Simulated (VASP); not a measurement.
# CdSe (F-43m) in VASP: dielectric tensor with LDA

Aim: the dielectric tensor of CdSe with LDA.

Program: VASP 6.6.1. These are calculated values, not measurements. Logs are shortened: lines on timing, memory, paths and dates and some standing lists are left out, and cuts for length are marked.

## Step 1: The cell of the first run

It takes space group F-43m (No. 216, cubic). The conventional cell has a = 6.141 Å, b = 6.141 Å, c = 6.141 Å, α = 90.00°, β = 90.00°, γ = 90.00°. Cd (site symmetry -43m) has 4 Se at 2.66 Å within 3.5 Å. Within 3.5 Å of Se (site symmetry -43m) lie 4 Cd at 2.66 Å.

## Step 2: Dielectric tensor, LDA

Input file INCAR:

```
SYSTEM = CdSe
  ALGO = Normal
  EDIFF = 1E-8
  ENCUT = 520
  ISIF = 2
  ISMEAR = 0
  LASPH = .True.
  LCHARG = .False.
  LEPSILON = .True.
  LREAL = .False.
  LWAVE = .False.
  NELM = 100
  PREC = Accurate
  SIGMA = 0.01
```

Input file KPOINTS:

```
k-points
0
Gamma
  6 6 6
  0 0 0
```

Input file POSCAR:

```
CdSe
1.0
    0.0000000000      3.0702710000      3.0702710000
    3.0702710000      0.0000000000      3.0702710000
    3.0702710000      3.0702710000      0.0000000000
Cd Se
1 1
Direct
    0.0000000000      0.0000000000      0.0000000000
    0.7500000000      0.7500000000      0.7500000000
```

Potentials or basis: VASP PAW LDA potentials, release 64 (Cd, Se).

Run with:

```sh
$ cat potpaw_LDA.64/Cd/POTCAR potpaw_LDA.64/Se/POTCAR > POTCAR
$ mpirun -np 1 vasp_std > vasp.out
```

OUTCAR:

```text
SYSTEM = CdSe
   EDIFF = 1E-8
   ENCUT = 520
   ISIF = 2
   ISMEAR = 0
   LASPH = .True.
   LEPSILON = .True.
   LREAL = .False.
   NELM = 100
   PREC = Accurate

 ion  position               nearest neighbor table
   1  0.000  0.000  0.000-   2 2.66   2 2.66   2 2.66   2 2.66
   2  0.750  0.750  0.750-   1 2.66   1 2.66   1 2.66   1 2.66

  LATTYP: Found a face centered cubic cell.
 ALAT       =     6.1405420000

  Lattice vectors:

 A1 = (   0.0000000000,   3.0702710000,   3.0702710000)
 A2 = (   3.0702710000,   0.0000000000,   3.0702710000)
 A3 = (   3.0702710000,   3.0702710000,   0.0000000000)

Analysis of symmetry for initial positions (statically):
=====================================================================
 Subroutine PRICEL returns:
 Original cell was already a primitive cell.

 Routine SETGRP: Setting up the symmetry group for a
 face centered cubic supercell.

 Subroutine GETGRP returns: Found 24 space group operations
 (whereof 24 operations were pure point group operations)
 out of a pool of 48 trial point group operations.

The static configuration has the point symmetry T_d .

Analysis of symmetry for dynamics (positions and initial velocities):
=====================================================================
 Subroutine PRICEL returns:
 Original cell was already a primitive cell.

 Routine SETGRP: Setting up the symmetry group for a
 face centered cubic supercell.

 Subroutine GETGRP returns: Found 24 space group operations
 (whereof 24 operations were pure point group operations)
 out of a pool of 48 trial point group operations.

The dynamic configuration has the point symmetry T_d .

 Subroutine INISYM returns: Found 24 space group operations
 (whereof 24 operations are pure point group operations),
 and found     1 'primitive' translations

----------------------------------------------------------------------------------------

                                     Primitive cell

  volume of cell :      57.8842

  direct lattice vectors                    reciprocal lattice vectors
     0.000000000  3.070271000  3.070271000    -0.162852074  0.162852074  0.162852074
     3.070271000  0.000000000  3.070271000     0.162852074 -0.162852074  0.162852074
     3.070271000  3.070271000  0.000000000     0.162852074  0.162852074 -0.162852074

  length of vectors
     4.342018888  4.342018888  4.342018888     0.282068066  0.282068066  0.282068066

  position of ions in fractional coordinates (direct lattice)
     0.000000000  0.000000000  0.000000000
     0.750000000  0.750000000  0.750000000

  ion indices of the primitive-cell ions
   primitive index   ion index
                 1           1
                 2           2

----------------------------------------------------------------------------------------

 KPOINTS: k-points

Automatic generation of k-mesh.
 Grid dimensions read from file:
 generate k-points for:    6    6    6

 Generating k-lattice:

  Cartesian coordinates                     Fractional coordinates (reciprocal lattice)
    -0.027142012  0.027142012  0.027142012     0.166666667  0.000000000  0.000000000
     0.027142012 -0.027142012  0.027142012     0.000000000  0.166666667  0.000000000
     0.027142012  0.027142012 -0.027142012     0.000000000  0.000000000  0.166666667

  Length of vectors
     0.047011344  0.047011344  0.047011344

  Shift w.r.t. Gamma in fractional coordinates (k-lattice)
     0.000000000  0.000000000  0.000000000

 Subroutine IBZKPT returns following result:
 ===========================================

 Found     16 irreducible k-points:

 Following reciprocal coordinates:
            Coordinates               Weight
  0.000000  0.000000  0.000000      1.000000
  0.166667  0.000000  0.000000      8.000000
  0.333333  0.000000  0.000000      8.000000
  0.500000  0.000000  0.000000      4.000000
  0.166667  0.166667  0.000000      6.000000
  0.333333  0.166667  0.000000     24.000000
[... 8 lines left out ...]
 -0.333333  0.333333  0.166667     24.000000
 -0.333333  0.500000  0.166667     12.000000
   k-points           NKPTS =     16   k-points in BZ     NKDIM =     16   number of bands    NBANDS=     13
   number of dos      NEDOS =    301   number of ions     NIONS =      2
   total plane-waves  NPLWV =  32768
   dimension x,y,z NGX =    32 NGY =   32 NGZ =   32
   dimension x,y,z NGXF=    64 NGYF=   64 NGZF=   64
   ions per type =               1   1
   NGX,Y,Z   is equivalent  to a cutoff of  12.25, 12.25, 12.25 a.u.
   NGXF,Y,Z  is equivalent  to a cutoff of  24.50, 24.50, 24.50 a.u.
 SYSTEM =  CdSe
   PREC   = accura    normal or accurate (medium, high low for compatibility)
   ISTART =      0    job   : 0-new  1-cont  2-samecut
   ICHARG =      2    charge: 1-file 2-atom 10-const
   ISPIN  =      1    spin polarized calculation?
   LNONCOLLINEAR =      F non collinear calculations
   LSORBIT =      F    spin-orbit coupling
   LASPH  =      T    aspherical Exc in radial PAW
   ENCUT  =  520.0 eV  38.22 Ry    6.18 a.u.   8.07  8.07  8.07*2*pi/ulx,y,z
   NELM   =    100;   NELMIN=  2; NELMDL= -5     # of ELM steps
   EDIFF  = 0.1E-07   stopping-criterion for ELM
   LREAL  =      F    real-space projection
   EDIFFG = 0.1E-06   stopping-criterion for IOM
   NSW    =      0    number of steps for IOM
   IBRION =     -1    ionic relax: 0-MD 1-quasi-New 2-CG
   NFREE  =      0    steps in history (QN), initial steepest desc. (CG)
   ISIF   =      2    stress and relaxation
   ISYM   =      2    0-nonsym 1-usesym 2-fastsym
   POTIM  = 0.5000    time-step for ionic-motion
   TEBEG  =    0.0;   TEEND  =   0.0 temperature during run
   PSTRESS=    0.0 pullay stress
   NELECT =      18.0000    total number of electrons
   NUPDOWN=      -1.0000    fix difference up-down
   EMIN   =  10.00;   EMAX   =-10.00  energy-range for DOS
   EFERMI =   0.00;   METHOD = LEGACY
   ISMEAR =     0;   SIGMA  =   0.01  broadening in eV -4-tet -1-fermi 0-gaus
   EFERMI_NEDOS =   21; number of points for ismear=-14 and -15
   IALGO  =     38    algorithm
   IMIX   =      4    mixing-type and parameters
     AMIX     =   0.40;   BMIX     =  1.00
     AMIX_MAG =   1.60;   BMIX_MAG =  1.00
  volume/ion in A,a.u.               =      28.94       195.31
  Fermi-wavevector in a.u.,A,eV,Ry     =   1.109121  2.095935 16.737201  1.230150
  Thomas-Fermi vector in A             =   2.245657
   LORBIT       =      0    0 simple, 1 ext, 2 COOP (PROOUT), +10 PAW based schemes
   GGA     = CA    functional components
   LHFCALC =     F    Hartree Fock is set to
   AEXX    =    0.0000 exact exchange contribution
   IVDW    =     0    specifies the selected vdW correction
   LEPSILON=     T    determine dielectric tensor
   LRPA    =     F    only Hartree local field effects (RPA)
 non-spin polarized calculation
 Gauss-broadening in eV      SIGMA  =   0.01
  energy-cutoff  :      520.00
  volume of cell :       57.88
 maximum number of plane-waves:      1588
   NGX = 17   NGY = 17   NGZ = 17

--------------------------------------- Ionic step        1  -------------------------------------------

 number of electron      18.0000006 magnetization

 E-fermi :   0.6792     XC(G=0):  -9.1641

 val. band max:        0.5862281430   @ k =   0.0000   0.0000   0.0000
 cond. band min:       0.8879590349   @ k =   0.0000   0.0000   0.0000
 fundamental gap:      0.3017308919
 Fermi energy:         0.6791619967

 k-point     1 :       0.0000    0.0000    0.0000
  band No.  band energies     occupation
      1     -11.9029      2.00000
      2      -7.2738      2.00000
      3      -7.2738      2.00000
      4      -7.2738      2.00000
      5      -6.9249      2.00000
      6      -6.9249      2.00000
      7       0.5862      2.00000
      8       0.5862      2.00000
      9       0.5862      2.00000
     10       0.8880      0.00000
     11       6.3760      0.00000
     12       6.3760      0.00000
     13       6.3760      0.00000
[... 225 lines left out ...]
 k-point    16 :      -0.3333    0.5000    0.1667
  band No.  band energies     occupation
      1     -11.4365      2.00000
      2      -7.0983      2.00000
      3      -7.0826      2.00000
      4      -6.9846      2.00000
      5      -6.8990      2.00000
      6      -6.5047      2.00000
      7      -3.3795      2.00000
      8      -1.4962      2.00000
      9      -1.4778      2.00000
     10       4.7844      0.00000
     11       5.0074      0.00000
     12       7.9076      0.00000
     13       8.3920      0.00000

  FORCE on cell =-STRESS in cart. coord.  units (eV):
  Direction    XX          YY          ZZ          XY          YZ          ZX
  --------------------------------------------------------------------------------------
  -------------------------------------------------------------------------------------
  Total       -1.0406928     -1.0406928     -1.0406928      0.0000000      0.0000000      0.0000000
  in kB      -28.8053387    -28.8053387    -28.8053387      0.0000000      0.0000000      0.0000000
  external PRESSURE =     -28.8053387 kB  Pullay stress =       0.0000000 kB

 VOLUME and BASIS-vectors are now :
 -----------------------------------------------------------------------------
  energy-cutoff  :      520.00
  volume of cell :       57.88
      direct lattice vectors                 reciprocal lattice vectors
     0.000000000  3.070271000  3.070271000    -0.162852074  0.162852074  0.162852074
     3.070271000  0.000000000  3.070271000     0.162852074 -0.162852074  0.162852074
     3.070271000  3.070271000  0.000000000     0.162852074  0.162852074 -0.162852074

 POSITION                                       TOTAL-FORCE (eV/Angst)
 -----------------------------------------------------------------------------------
      0.00000      0.00000      0.00000         0.000000      0.000000      0.000000
      4.60541      4.60541      4.60541        -0.000000     -0.000000     -0.000000
 -----------------------------------------------------------------------------------
    total drift:                                0.000000      0.000000      0.000000

  FREE ENERGIE OF THE ION-ELECTRON SYSTEM (eV)
  ---------------------------------------------------
  free  energy   TOTEN  =        -6.7267188338 eV

  energy  without entropy=       -6.7267188338  energy(sigma->0) =       -6.72671883

 HEAD OF MICROSCOPIC STATIC DIELECTRIC TENSOR (INDEPENDENT PARTICLE, excluding Hartree and local field effects)
 ------------------------------------------------------
          83.196548    -0.000000     0.000000
           0.000000    83.196548     0.000000
          -0.000000     0.000000    83.196548
 ------------------------------------------------------

 Free energy of the ion-electron system (eV)
  ---------------------------------------------------
  ---------------------------------------------------
  free energy    TOTEN  =       -13.23126133 eV

  energy without entropy =      -13.23126133

------------------------ aborting loop because EDIFF is reached ----------------------------------------

--------------------------------------- Ionic step        2  -------------------------------------------

------------------------ aborting loop because EDIFF is reached ----------------------------------------

--------------------------------------- Ionic step        3  -------------------------------------------

 Free energy of the ion-electron system (eV)
  ---------------------------------------------------
  ---------------------------------------------------
  free energy    TOTEN  =       -13.23117086 eV

  energy without entropy =      -13.23117086

------------------------ aborting loop because EDIFF is reached ----------------------------------------

 PIEZOELECTRIC TENSOR FIELD DIRECTION 3  (e Angst)
 -----------------------------------------------------------------------------
    -0.00139  5.08464  0.00000           (  0.00000 -0.06016  0.00000)
     5.08464 -0.00139  0.00000           ( -0.06016  0.00000  0.00000)
     0.00000  0.00000  0.00093           (  0.00000  0.00000 -0.00000)

 PIEZOELECTRIC TENSOR FIELD DIRECTION 3  (C/m^2)
 -----------------------------------------------------------------------------
    -0.00038  1.40738  0.00000
     1.40738 -0.00038  0.00000
     0.00000  0.00000  0.00026

 MACROSCOPIC STATIC DIELECTRIC TENSOR (including local field effects in DFT)
 ------------------------------------------------------
          82.402163    -0.000000    -0.000000
          -0.000000    82.402163     0.000000
          -0.000000     0.000000    82.402163
 ------------------------------------------------------

 PIEZOELECTRIC TENSOR (including local field effects)  for field in x, y, z        (e  Angst)
          XX          YY          ZZ          XY          YZ          ZX
  --------------------------------------------------------------------------------
  x     0.00000    -0.00000    -0.00000     0.00000     5.10951     0.00000
  y     0.00000     0.00000     0.00000     0.00000     0.00000     5.10951
  z     0.00000    -0.00000    -0.00000     5.10951     0.00000     0.00000

 PIEZOELECTRIC TENSOR (including local field effects)  for field in x, y, z        (C/m^2)
          XX          YY          ZZ          XY          YZ          ZX
  --------------------------------------------------------------------------------
  x     0.00000    -0.00000    -0.00000     0.00000     1.41426     0.00000
  y     0.00000     0.00000     0.00000     0.00000     0.00000     1.41426
  z     0.00000    -0.00000    -0.00000     1.41426     0.00000     0.00000

 BORN EFFECTIVE CHARGES (including local field effects) (in |e|, cummulative output)
 ---------------------------------------------------------------------------------
 ion    1
    1     3.21182     0.00000     0.00000
    2     0.00000     3.21182     0.00000
    3     0.00000     0.00000     3.21182
 ion    2
    1    -3.21182     0.00000     0.00000
    2     0.00000    -3.21182     0.00000
    3     0.00000     0.00000    -3.21182
```

It took 2 min on 1 thread of AMD EPYC 7R43 (Zen 3), shared host; peak memory 0.2 GiB.

Results:

| Property | Result |
| --- | --- |
| Band gap on the k mesh | 0.30 eV, direct |
| Electronic dielectric tensor (diagonal) | 82.40 |
| Born charges (mean of the diagonal) | Cd +3.21; Se -3.21 e |

Levels at points of the mesh, in eV from the valence-band top:
```csv
k point,band 6,band 7,band 8,band 9,band 10,band 11,band 12,band 13
"(0.00, 0.00, 0.00)",-7.51,0.00,0.00,0.00,0.30,5.79,5.79,5.79
"(0.50, 0.00, 0.00)",-7.24,-4.32,-0.72,-0.72,2.16,6.30,6.30,7.11
"(0.50, 0.50, 0.00)",-7.18,-4.04,-1.79,-1.79,2.98,3.58,8.74,9.85
```

Electronic dielectric tensor:
```
82.40  0.00  0.00
 0.00 82.40  0.00
 0.00  0.00 82.40
```

Born effective charge tensors (e):
atom 1, Cd
```
3.21 0.00 0.00
0.00 3.21 0.00
0.00 0.00 3.21
```
atom 2, Se
```
-3.21  0.00  0.00
 0.00 -3.21  0.00
 0.00  0.00 -3.21
```

Caveat: the gap is small at this level, which inflates the dielectric constant.
